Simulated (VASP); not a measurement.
# SnO2 (P1) in VASP: single point with PBEsol

Aim: the single point of SnO2 with PBEsol.

All numbers are computed with VASP 6.6.1; they aren't measurements. Logs are shortened: lines on timing, memory, paths and dates and some standing lists are left out, and cuts for length are marked.

## (1) The cell of the first run

The typed cell holds 24 atoms: a = 6.744 Å, b = 6.744 Å, c = 8.001 Å, α = 114.92°, β = 114.92°, γ = 90.00°.

## (2) Single point, PBEsol

INCAR reads:

```
SYSTEM = SnO2
  PREC = Accurate
  ENCUT = 520
  EDIFF = 1E-6
  ISMEAR = 0
  SIGMA = 0.02
  LREAL = Auto
  LASPH = .TRUE.
  NELM = 100
  ALGO = Normal
  ISIF = 2
  LWAVE = .FALSE.
  LCHARG = .TRUE.
  GGA = PS
  LELF = .TRUE.
  LVHAR = .TRUE.
  NBANDS = 122
```

KPOINTS reads:

```
regular mesh
0
G
  3 3 3
  0 0 0
```

POSCAR reads:

```
SnO2
1.0
   -4.7684401124      4.7684401124      0.0000000000
   -4.7684401124     -4.7684401124      0.0000000000
    4.7684401124      0.0000000000      6.4247916922
Sn O
8 16
Direct
    0.6233456990      0.1255443457      0.2488226863
    0.8733442058      0.3757283793      0.7488275990
    0.1235413443      0.6254926385      0.2488369391
    0.3734766665      0.8757017072      0.7488241051
    0.4983723073      0.5006145431     -0.0011491406
    0.7486505298      0.7506578011      0.4988665276
   -0.0016943351      0.0005768746     -0.0011909279
    0.2484399539      0.2506153751      0.4988194616
    0.9296428901      0.1260544506      0.2487726577
    0.1797133224      0.3759536274      0.7488409251
    0.4298249886      0.6260373410      0.2489381543
    0.6797130940      0.8758393756      0.7487122686
    0.3170890948      0.1252240057      0.2487800196
    0.5671318406      0.3751950477      0.7488408085
    0.8171495600      0.6251200652      0.2487524323
    0.0672367642      0.8751689314      0.7488720088
    0.4981856415      0.1943182505     -0.0011669853
    0.7479166726      0.4442996527      0.4988034677
   -0.0018235530      0.6943523240     -0.0011263445
    0.2479593568      0.9442974516      0.4987713353
    0.4988782891      0.8068816100     -0.0012255452
    0.7487527984      0.0569165771      0.4988660277
   -0.0011428816      0.3068699609     -0.0012004146
    0.2487974123      0.5568920577      0.4988645561
```

Potentials or basis: VASP PAW PBE potentials, release 64 (Sn_d, O).

On the command line:

```sh
> cat potpaw_PBE.64/Sn_d/POTCAR potpaw_PBE.64/O/POTCAR > POTCAR
> mpirun -np 1 vasp_std > vasp.out
```

OUTCAR:

```text
SYSTEM = SnO2
   PREC = Accurate
   ENCUT = 520
   EDIFF = 1E-6
   ISMEAR = 0
   LREAL = Auto
   LASPH = .TRUE.
   NELM = 100
   ISIF = 2
   GGA = PS

 ion  position               nearest neighbor table
   1  0.623  0.126  0.249-  13 2.07   9 2.07  21 2.07  22 2.07  18 2.07  17 2.07   4 3.21   2 3.21
                             8 3.73   6 3.73   5 3.73   7 3.73   7 3.74   5 3.74   8 3.74   6 3.74
   2  0.873  0.376  0.749-  14 2.07  10 2.07  18 2.07  19 2.07  22 2.07  23 2.07   1 3.21   3 3.21
                             7 3.73   6 3.73   8 3.73   5 3.73   5 3.73   6 3.74   8 3.74   7 3.74
   3  0.124  0.625  0.249-  11 2.07  15 2.07  24 2.07  23 2.07  20 2.07  19 2.07   4 3.21   2 3.21
                             5 3.73   8 3.73   7 3.73   6 3.73   6 3.74   7 3.74   8 3.74   5 3.74
   4  0.373  0.876  0.749-  16 2.07  12 2.07  17 2.07  20 2.07  21 2.07  24 2.07   3 3.21   1 3.21
                             6 3.73   7 3.73   5 3.73   8 3.73   8 3.74   5 3.74   6 3.74   7 3.74
   5  0.498  0.501  0.999-  17 2.07  21 2.07  10 2.07  11 2.07  15 2.07  14 2.07   6 3.21   8 3.21
                             3 3.73   4 3.73   1 3.73   2 3.73   2 3.73   1 3.74   4 3.74   3 3.74
   6  0.749  0.751  0.499-  22 2.07  18 2.07  16 2.07  12 2.07  15 2.07  11 2.07   7 3.21   5 3.21
                             4 3.73   2 3.73   3 3.73   1 3.73   2 3.74   3 3.74   1 3.74   4 3.74
   7  0.998  0.001  0.999-  19 2.07  23 2.07   9 2.07  12 2.07  13 2.07  16 2.07   6 3.21   8 3.21
                             4 3.73   2 3.73   3 3.73   1 3.73   1 3.74   3 3.74   2 3.74   4 3.74
   8  0.248  0.251  0.499-  24 2.07  20 2.07  14 2.07  13 2.07  10 2.07   9 2.07   7 3.21   5 3.21
                             3 3.73   1 3.73   2 3.73   4 3.73   4 3.74   1 3.74   2 3.74   3 3.74
   9  0.930  0.126  0.249-   1 2.07   7 2.07   8 2.07
  10  0.180  0.376  0.749-   2 2.07   5 2.07   8 2.07
  11  0.430  0.626  0.249-   3 2.07   5 2.07   6 2.07
  12  0.680  0.876  0.749-   4 2.07   7 2.07   6 2.07
  13  0.317  0.125  0.249-   1 2.07   8 2.07   7 2.07
  14  0.567  0.375  0.749-   2 2.07   8 2.07   5 2.07
[... 8 lines left out ...]
  23  0.999  0.307  0.999-   7 2.07   3 2.07   2 2.07
  24  0.249  0.557  0.499-   8 2.07   3 2.07   4 2.07

  LATTYP: Found a body centered tetragonal cell.
 ALAT       =     6.7435926783
 C/A-ratio  =     1.9054506993

  Lattice vectors:

 A1 = (   0.0000000000,   4.7684401124,  -6.4247916922)
 A2 = (   0.0000000000,  -4.7684401124,  -6.4247916922)
 A3 = (  -4.7684401124,   0.0000000000,   6.4247916922)

Analysis of symmetry for initial positions (statically):
=====================================================================
 Subroutine PRICEL returns:
 Original cell was already a primitive cell.

 Routine SETGRP: Setting up the symmetry group for a
 body centered tetragonal supercell.

 Subroutine GETGRP returns: Found  1 space group operations
 (whereof  1 operations were pure point group operations)
 out of a pool of 16 trial point group operations.

The static configuration has the point symmetry C_1 .

Analysis of symmetry for dynamics (positions and initial velocities):
[... 163 lines left out ...]
     AMIX     =   0.40;   BMIX     =  1.00
     AMIX_MAG =   1.60;   BMIX_MAG =  1.00
  volume/ion in A,a.u.               =      12.17        82.15
  Fermi-wavevector in a.u.,A,eV,Ry     =   1.461780  2.762364 29.072943  2.136801
  Thomas-Fermi vector in A             =   2.578071
   LORBIT       =      0    0 simple, 1 ext, 2 COOP (PROOUT), +10 PAW based schemes
   GGA     = PS    functional components
   LHFCALC =     F    Hartree Fock is set to
   AEXX    =    0.0000 exact exchange contribution
   IVDW    =     0    specifies the selected vdW correction
   LEPSILON=     F    determine dielectric tensor
   LRPA    =     F    only Hartree local field effects (RPA)
 non-spin polarized calculation
 Gauss-broadening in eV      SIGMA  =   0.02
  energy-cutoff  :      520.00
  volume of cell :      292.17
 maximum number of plane-waves:      7882
 NGX is ok and might be reduce to    50
   NGX = 25   NGY = 25   NGZ = 29

 number of electron     208.0000016 magnetization

 Free energy of the ion-electron system (eV)
  ---------------------------------------------------
  ext. energy  EPLUGINS =         0.00000000
  ---------------------------------------------------
  free energy    TOTEN  =      -158.69943198 eV

  energy without entropy =     -158.69943198  energy(sigma->0) =     -158.69943198

 E-fermi :   5.9293     XC(G=0): -11.4263

 val. band max:        5.7781435240   @ k =   0.0000   0.0000   0.0000
 cond. band min:       6.6925496307   @ k =   0.0000   0.0000   0.0000
 fundamental gap:      0.9144061067
 Fermi energy:         5.9292557433

 k-point     1 :       0.0000    0.0000    0.0000
  band No.  band energies     occupation
      1     -15.2256      2.00000
      2     -14.9660      2.00000
      3     -14.9660      2.00000
      4     -14.7356      2.00000
      5     -14.7354      2.00000
      6     -14.7353      2.00000
[... 1655 lines left out ...]
    115      13.8376      0.00000
    116      13.9413      0.00000
 [bands above 116 left out]

------------------------ aborting loop because EDIFF is reached ----------------------------------------

  FORCE on cell =-STRESS in cart. coord.  units (eV):
  Direction    XX          YY          ZZ          XY          YZ          ZX
  --------------------------------------------------------------------------------------
  -------------------------------------------------------------------------------------
  Total        1.0308059      1.0050213      1.4262702     -0.0175693     -0.0008492      0.0100140
  in kB        5.6525676      5.5111741      7.8211514     -0.0963438     -0.0046568      0.0549131
  external PRESSURE =       6.3282977 kB  Pullay stress =       0.0000000 kB

 VOLUME and BASIS-vectors are now :
 -----------------------------------------------------------------------------
  energy-cutoff  :      520.00
  volume of cell :      292.17
      direct lattice vectors                 reciprocal lattice vectors
    -4.768440112  4.768440112  0.000000000    -0.104856093  0.104856093  0.077823535
    -4.768440112 -4.768440112  0.000000000    -0.104856093 -0.104856093  0.077823535
     4.768440112  0.000000000  6.424791692     0.000000000  0.000000000  0.155647070

 POSITION                                       TOTAL-FORCE (eV/Angst)
 -----------------------------------------------------------------------------------
     -2.38454      2.37374      1.59863        -0.004920      0.000072     -0.001831
     -2.38539      2.37285      4.81106         0.006251      0.009068      0.005223
     -2.38516     -2.39352      1.59873         0.002851     -0.011104     -0.001674
     -2.38591     -2.39483      4.81104         0.008451      0.003254      0.001043
     -0.00065     -0.01069      6.41741         0.000327      0.003491     -0.003944
     -4.77055     -0.00957      3.20511         0.010445      0.002048     -0.002078
[... 16 lines left out ...]
     -1.46357      3.29970      6.41708         0.010515      0.009609     -0.006724
     -1.46308     -1.46913      3.20510         0.009074      0.012545     -0.001549
 -----------------------------------------------------------------------------------
    total drift:                                0.026724     -0.025101      0.019883

  FREE ENERGIE OF THE ION-ELECTRON SYSTEM (eV)
  ---------------------------------------------------
  free  energy   TOTEN  =      -158.6994319847 eV

  energy  without entropy=     -158.6994319847  energy(sigma->0) =     -158.69943198
```

OSZICAR:

```text
N       E                     dE             d eps       ncg     rms          rms(c)
DAV:   1     0.393273623964E+04    0.39327E+04   -0.87658E+04  3792   0.269E+03
DAV:   2     0.860968991498E+03   -0.30718E+04   -0.29269E+04  3432   0.875E+02
DAV:   3    -0.713342883442E+02   -0.93230E+03   -0.89057E+03  3774   0.330E+02
DAV:   4    -0.175758766768E+03   -0.10442E+03   -0.10237E+03  3990   0.123E+02
DAV:   5    -0.180304510396E+03   -0.45457E+01   -0.44951E+01  4000   0.254E+01    0.292E+01
DAV:   6    -0.158453261750E+03    0.21851E+02   -0.80504E+01  5216   0.687E+01    0.110E+01
DAV:   7    -0.158905233015E+03   -0.45197E+00   -0.93417E+00  3784   0.910E+00    0.657E+00
DAV:   8    -0.158788906132E+03    0.11633E+00   -0.15843E+00  4656   0.637E+00    0.185E+00
DAV:   9    -0.158698842538E+03    0.90064E-01   -0.60194E-01  4824   0.540E+00    0.433E-01
DAV:  10    -0.158698990224E+03   -0.14769E-03   -0.41497E-02  4814   0.117E+00    0.102E-01
DAV:  11    -0.158699421773E+03   -0.43155E-03   -0.32703E-03  4856   0.331E-01    0.386E-02
DAV:  12    -0.158699454779E+03   -0.33005E-04   -0.28575E-04  4228   0.815E-02    0.372E-02
DAV:  13    -0.158699433690E+03    0.21089E-04   -0.79608E-05  4632   0.607E-02    0.704E-03
DAV:  14    -0.158699431369E+03    0.23209E-05   -0.19496E-05  4902   0.238E-02    0.685E-03
DAV:  15    -0.158699431985E+03   -0.61550E-06   -0.15066E-06  2296   0.576E-03
   1 F= -.15869943E+03 E0= -.15869943E+03  d E =-.673613E-28
```

Run time: 16 min. Hardware: 1 thread of Intel Xeon Platinum 8259CL at 2.50GHz (Skylake/Cascade Lake), shared host; peak memory 0.56 GiB.

Results:

| Item | Value |
| --- | --- |
| Free energy | -158.6994 eV |
| Pressure | 0.6 GPa |
| Largest force | 0.021 eV/Å |
| Band gap on the k mesh | 0.91 eV |

Forces on the atoms (eV/Å):
```
Sn  -0.005  0.000 -0.002
Sn   0.006  0.009  0.005
Sn   0.003 -0.011 -0.002
Sn   0.008  0.003  0.001
Sn   0.000  0.003 -0.004
Sn   0.010  0.002 -0.002
Sn  -0.003  0.003 -0.002
Sn   0.008  0.001  0.007
O    0.010 -0.011  0.008
O    0.014 -0.014 -0.002
O    0.007 -0.011 -0.003
O    0.012 -0.014  0.006
O   -0.012  0.007  0.000
O   -0.013  0.010 -0.001
O   -0.017  0.010  0.003
O   -0.014  0.009  0.002
O   -0.011 -0.014 -0.001
O   -0.019 -0.009 -0.001
O   -0.010 -0.010  0.000
O   -0.015 -0.009  0.001
O    0.013  0.010 -0.001
O    0.008  0.014 -0.003
O    0.011  0.010 -0.007
O    0.009  0.013 -0.002
```

Caveat: the PAW data sets were made with another functional, which shifts forces and pressure a little; spin-orbit coupling is left out, which moves the levels of the heavy elements. As with any semilocal functional, this PBEsol gap is likely too small.
